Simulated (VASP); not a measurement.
# TlBr (Pm-3m) in VASP: notebook

Runs on TlBr. Level: PBE. Tasks: single point.

All numbers are computed with VASP 6.6.1; they aren't measurements. Logs are shortened: lines on timing, memory, paths and dates and some standing lists are left out, and cuts for length are marked.

### 1 The cell of the first run

The structure is cubic, space group Pm-3m (No. 221). Conventional cell: a = 3.995 Å, b = 3.995 Å, c = 3.995 Å, α = 90.00°, β = 90.00°, γ = 90.00°. Tl (site symmetry m-3m) has 8 Br at 3.46 Å and 6 Tl at 3.99 Å within 4.5 Å. Within 4.5 Å of Br (site symmetry m-3m) lie 8 Tl at 3.46 Å and 6 Br at 3.99 Å.

### 2 Single point, PBE

The input, INCAR:

```
PREC = Accurate
ENCUT = 500
EDIFF = 1E-6
ISMEAR = 0
SIGMA = 0.01
LREAL = False
LASPH = True
NELM = 120
ALGO = Normal
ISIF = 2
LWAVE = False
LCHARG = False
GGA = PE
NBANDS = 17
GGA_COMPAT = False
```

The input, KPOINTS:

```
Automatic mesh
0
Gamma
  4 4 4
```

The input, POSCAR:

```
TlBr
1.0
    3.9949064678      0.0000000000      0.0000000000
    0.0000000000      3.9949064678      0.0000000000
    0.0000000000      0.0000000000      3.9949064678
Tl Br
1 1
Direct
    0.0000000000      0.0000000000      0.0000000000
    0.5000000000      0.5000000000      0.5000000000
```

Potentials or basis: VASP PAW PBE potentials, release 64 (Tl_d, Br).

Started as:

```
$ cat potpaw_PBE.64/Tl_d/POTCAR potpaw_PBE.64/Br/POTCAR > POTCAR
$ mpirun -np 1 vasp_std > vasp.out
```

OUTCAR:

```text
PREC = Accurate
   ENCUT = 500
   EDIFF = 1E-6
   ISMEAR = 0
   LREAL = False
   LASPH = True
   NELM = 120
   ISIF = 2
   GGA = PE

 ion  position               nearest neighbor table
   1  0.000  0.000  0.000-   2 3.46   2 3.46   2 3.46   2 3.46   2 3.46   2 3.46   2 3.46   2 3.46

   2  0.500  0.500  0.500-   1 3.46   1 3.46   1 3.46   1 3.46   1 3.46   1 3.46   1 3.46   1 3.46

  LATTYP: Found a simple cubic cell.
 ALAT       =     3.9949064678

  Lattice vectors:

 A1 = (   3.9949064678,   0.0000000000,   0.0000000000)
 A2 = (   0.0000000000,   3.9949064678,   0.0000000000)
 A3 = (   0.0000000000,   0.0000000000,   3.9949064678)

Analysis of symmetry for initial positions (statically):
=====================================================================
 Subroutine PRICEL returns:
 Original cell was already a primitive cell.

 Routine SETGRP: Setting up the symmetry group for a
 simple cubic supercell.

 Subroutine GETGRP returns: Found 48 space group operations
 (whereof 48 operations were pure point group operations)
 out of a pool of 48 trial point group operations.

The static configuration has the point symmetry O_h .

Analysis of symmetry for dynamics (positions and initial velocities):
=====================================================================
 Subroutine PRICEL returns:
 Original cell was already a primitive cell.

 Routine SETGRP: Setting up the symmetry group for a
 simple cubic supercell.

 Subroutine GETGRP returns: Found 48 space group operations
 (whereof 48 operations were pure point group operations)
 out of a pool of 48 trial point group operations.

The dynamic configuration has the point symmetry O_h .

 Subroutine INISYM returns: Found 48 space group operations
 (whereof 48 operations are pure point group operations),
 and found     1 'primitive' translations

----------------------------------------------------------------------------------------

                                     Primitive cell

  volume of cell :      63.7558

  direct lattice vectors                    reciprocal lattice vectors
     3.994906468  0.000000000  0.000000000     0.250318752  0.000000000  0.000000000
     0.000000000  3.994906468  0.000000000     0.000000000  0.250318752  0.000000000
     0.000000000  0.000000000  3.994906468     0.000000000  0.000000000  0.250318752

  length of vectors
     3.994906468  3.994906468  3.994906468     0.250318752  0.250318752  0.250318752

  position of ions in fractional coordinates (direct lattice)
     0.000000000  0.000000000  0.000000000
     0.500000000  0.500000000  0.500000000

  ion indices of the primitive-cell ions
   primitive index   ion index
                 1           1
                 2           2

----------------------------------------------------------------------------------------

 KPOINTS: Automatic mesh

Automatic generation of k-mesh.
 Grid dimensions read from file:
 generate k-points for:    4    4    4

 Generating k-lattice:

  Cartesian coordinates                     Fractional coordinates (reciprocal lattice)
     0.062579688  0.000000000  0.000000000     0.250000000  0.000000000  0.000000000
     0.000000000  0.062579688  0.000000000     0.000000000  0.250000000  0.000000000
     0.000000000  0.000000000  0.062579688     0.000000000  0.000000000  0.250000000

  Length of vectors
     0.062579688  0.062579688  0.062579688

  Shift w.r.t. Gamma in fractional coordinates (k-lattice)
     0.000000000  0.000000000  0.000000000

 Subroutine IBZKPT returns following result:
 ===========================================

 Found     10 irreducible k-points:

 Following reciprocal coordinates:
            Coordinates               Weight
  0.000000  0.000000  0.000000      1.000000
  0.250000  0.000000  0.000000      6.000000
  0.500000  0.000000  0.000000      3.000000
  0.250000  0.250000  0.000000     12.000000
  0.500000  0.250000  0.000000     12.000000
  0.500000  0.500000  0.000000      3.000000
  0.250000  0.250000  0.250000      8.000000
  0.500000  0.250000  0.250000     12.000000
  0.500000  0.500000  0.250000      6.000000
  0.500000  0.500000  0.500000      1.000000
   k-points           NKPTS =     10   k-points in BZ     NKDIM =     10   number of bands    NBANDS=     17
   number of dos      NEDOS =    301   number of ions     NIONS =      2
   total plane-waves  NPLWV =  27000
   dimension x,y,z NGX =    30 NGY =   30 NGZ =   30
   dimension x,y,z NGXF=    60 NGYF=   60 NGZF=   60
   ions per type =               1   1
   NGX,Y,Z   is equivalent  to a cutoff of  12.48, 12.48, 12.48 a.u.
   NGXF,Y,Z  is equivalent  to a cutoff of  24.97, 24.97, 24.97 a.u.
 SYSTEM =  unknown system
   PREC   = accura    normal or accurate (medium, high low for compatibility)
   ISTART =      0    job   : 0-new  1-cont  2-samecut
   ICHARG =      2    charge: 1-file 2-atom 10-const
   ISPIN  =      1    spin polarized calculation?
   LNONCOLLINEAR =      F non collinear calculations
   LSORBIT =      F    spin-orbit coupling
   LASPH  =      T    aspherical Exc in radial PAW
   ENCUT  =  500.0 eV  36.75 Ry    6.06 a.u.   7.28  7.28  7.28*2*pi/ulx,y,z
   NELM   =    120;   NELMIN=  2; NELMDL= -5     # of ELM steps
   EDIFF  = 0.1E-05   stopping-criterion for ELM
   LREAL  =      F    real-space projection
[... 7 lines left out ...]
   TEBEG  =    0.0;   TEEND  =   0.0 temperature during run
   PSTRESS=    0.0 pullay stress
   NELECT =      20.0000    total number of electrons
   NUPDOWN=      -1.0000    fix difference up-down
   EMIN   =  10.00;   EMAX   =-10.00  energy-range for DOS
   EFERMI =   0.00;   METHOD = LEGACY
   ISMEAR =     0;   SIGMA  =   0.01  broadening in eV -4-tet -1-fermi 0-gaus
   EFERMI_NEDOS =   21; number of points for ismear=-14 and -15
   IALGO  =     38    algorithm
   IMIX   =      4    mixing-type and parameters
     AMIX     =   0.40;   BMIX     =  1.00
     AMIX_MAG =   1.60;   BMIX_MAG =  1.00
  volume/ion in A,a.u.               =      31.88       215.12
  Fermi-wavevector in a.u.,A,eV,Ry     =   1.112359  2.102053 16.835060  1.237342
  Thomas-Fermi vector in A             =   2.248932
   LORBIT       =      0    0 simple, 1 ext, 2 COOP (PROOUT), +10 PAW based schemes
   GGA     = PE    functional components
   LHFCALC =     F    Hartree Fock is set to
   AEXX    =    0.0000 exact exchange contribution
   IVDW    =     0    specifies the selected vdW correction
   LEPSILON=     F    determine dielectric tensor
   LRPA    =     F    only Hartree local field effects (RPA)
 non-spin polarized calculation
 Gauss-broadening in eV      SIGMA  =   0.01
  energy-cutoff  :      500.00
  volume of cell :       63.76
 maximum number of plane-waves:      1647
 NGX is ok and might be reduce to    30
   NGX = 15   NGY = 15   NGZ = 15

 number of electron      20.0000006 magnetization

 Free energy of the ion-electron system (eV)
  ---------------------------------------------------
  ext. energy  EPLUGINS =         0.00000000
  ---------------------------------------------------
  free energy    TOTEN  =        -5.52609935 eV

  energy without entropy =       -5.52609935  energy(sigma->0) =       -5.52609935

 E-fermi :   2.3397     XC(G=0):  -8.9135

 val. band max:        2.2690564747   @ k =   0.5000   0.0000   0.0000
 cond. band min:       4.1538041855   @ k =   0.5000   0.0000   0.0000
 fundamental gap:      1.8847477108
 Fermi energy:         2.3396784196

 k-point     1 :       0.0000    0.0000    0.0000
  band No.  band energies     occupation
      1     -11.3911      2.00000
      2      -7.8248      2.00000
      3      -7.8248      2.00000
      4      -7.6538      2.00000
      5      -7.6538      2.00000
      6      -7.6538      2.00000
[... 9 lines left out ...]
     16      13.3217      0.00000
     17      15.6941      0.00000

 k-point     2 :       0.2500    0.0000    0.0000
  band No.  band energies     occupation
      1     -11.2804      2.00000
      2      -7.8199      2.00000
      3      -7.7616      2.00000
      4      -7.6828      2.00000
      5      -7.6828      2.00000
      6      -7.6512      2.00000
[... 9 lines left out ...]
     16      14.3358      0.00000
     17      15.4658      0.00000

 k-point     3 :       0.5000    0.0000    0.0000
  band No.  band energies     occupation
      1     -11.1625      2.00000
      2      -7.8150      2.00000
      3      -7.7114      2.00000
      4      -7.7114      2.00000
      5      -7.7016      2.00000
      6      -7.6487      2.00000
[... 9 lines left out ...]
     16      15.3985      0.00000
     17      15.7950      0.00000

 k-point     4 :       0.2500    0.2500    0.0000
  band No.  band energies     occupation
      1     -11.1960      2.00000
      2      -7.7880      2.00000
      3      -7.7207      2.00000
      4      -7.6870      2.00000
      5      -7.6804      2.00000
      6      -7.6746      2.00000
[... 9 lines left out ...]
     16      13.1569      0.00000
     17      13.6427      0.00000

 k-point     5 :       0.5000    0.2500    0.0000
  band No.  band energies     occupation
      1     -11.1081      2.00000
      2      -7.7760      2.00000
      3      -7.7035      2.00000
      4      -7.6874      2.00000
      5      -7.6722      2.00000
      6      -7.6613      2.00000
[... 9 lines left out ...]
     16      13.7182      0.00000
     17      14.3506      0.00000

 k-point     6 :       0.5000    0.5000    0.0000
  band No.  band energies     occupation
      1     -11.0528      2.00000
      2      -7.7544      2.00000
      3      -7.6955      2.00000
      4      -7.6955      2.00000
      5      -7.6579      2.00000
      6      -7.6048      2.00000
[... 9 lines left out ...]
     16      12.7817      0.00000
     17      12.7817      0.00000

 k-point     7 :       0.2500    0.2500    0.2500
  band No.  band energies     occupation
      1     -11.1184      2.00000
      2      -7.7204      2.00000
      3      -7.7204      2.00000
      4      -7.7069      2.00000
      5      -7.7069      2.00000
      6      -7.6651      2.00000
[... 9 lines left out ...]
     16      13.3781      0.00000
     17      15.8044      0.00000

 k-point     8 :       0.5000    0.2500    0.2500
  band No.  band energies     occupation
      1     -11.0378      2.00000
      2      -7.7462      2.00000
      3      -7.7124      2.00000
      4      -7.7069      2.00000
      5      -7.6770      2.00000
      6      -7.6460      2.00000
[... 9 lines left out ...]
     16      13.2484      0.00000
     17      16.6488      0.00000

 k-point     9 :       0.5000    0.5000    0.2500
  band No.  band energies     occupation
      1     -10.9648      2.00000
      2      -7.7395      2.00000
      3      -7.7395      2.00000
      4      -7.7169      2.00000
      5      -7.6781      2.00000
      6      -7.6033      2.00000
[... 9 lines left out ...]
     16      14.0420      0.00000
     17      16.8119      0.00000

 k-point    10 :       0.5000    0.5000    0.5000
  band No.  band energies     occupation
      1     -10.8713      2.00000
      2      -7.7823      2.00000
      3      -7.7823      2.00000
      4      -7.7823      2.00000
      5      -7.6019      2.00000
      6      -7.6019      2.00000
[... 9 lines left out ...]
     16      15.0287      0.00000
     17      18.4206      0.00000

------------------------ aborting loop because EDIFF is reached ----------------------------------------

  FORCE on cell =-STRESS in cart. coord.  units (eV):
  Direction    XX          YY          ZZ          XY          YZ          ZX
  --------------------------------------------------------------------------------------
  -------------------------------------------------------------------------------------
  Total        0.4119473      0.4119473      0.4119473      0.0000000      0.0000000     -0.0000000
  in kB       10.3521930     10.3521930     10.3521930      0.0000000      0.0000000     -0.0000000
  external PRESSURE =      10.3521930 kB  Pullay stress =       0.0000000 kB

 VOLUME and BASIS-vectors are now :
 -----------------------------------------------------------------------------
  energy-cutoff  :      500.00
  volume of cell :       63.76
      direct lattice vectors                 reciprocal lattice vectors
     3.994906468  0.000000000  0.000000000     0.250318752  0.000000000  0.000000000
     0.000000000  3.994906468  0.000000000     0.000000000  0.250318752  0.000000000
     0.000000000  0.000000000  3.994906468     0.000000000  0.000000000  0.250318752

 POSITION                                       TOTAL-FORCE (eV/Angst)
 -----------------------------------------------------------------------------------
      0.00000      0.00000      0.00000         0.000000      0.000000      0.000000
      1.99745      1.99745      1.99745         0.000000      0.000000      0.000000
 -----------------------------------------------------------------------------------
    total drift:                               -0.000000     -0.000000     -0.000000

  FREE ENERGIE OF THE ION-ELECTRON SYSTEM (eV)
  ---------------------------------------------------
  free  energy   TOTEN  =        -5.5260993463 eV

  energy  without entropy=       -5.5260993463  energy(sigma->0) =       -5.52609935
```

Run time: 9.7 s. Hardware: 1 thread of AMD EPYC 7R13 (Zen 3), shared host; peak memory 0.14 GiB.

What came out:

| Property | Result |
| --- | --- |
| Free energy | -5.5261 eV |
| Pressure | 1.0 GPa |
| Band gap on the k mesh | 1.88 eV |

Caveat: spin-orbit coupling is left out, which moves the levels of the heavy elements. A k mesh can miss the band edges.

[end of part 1 of 2]
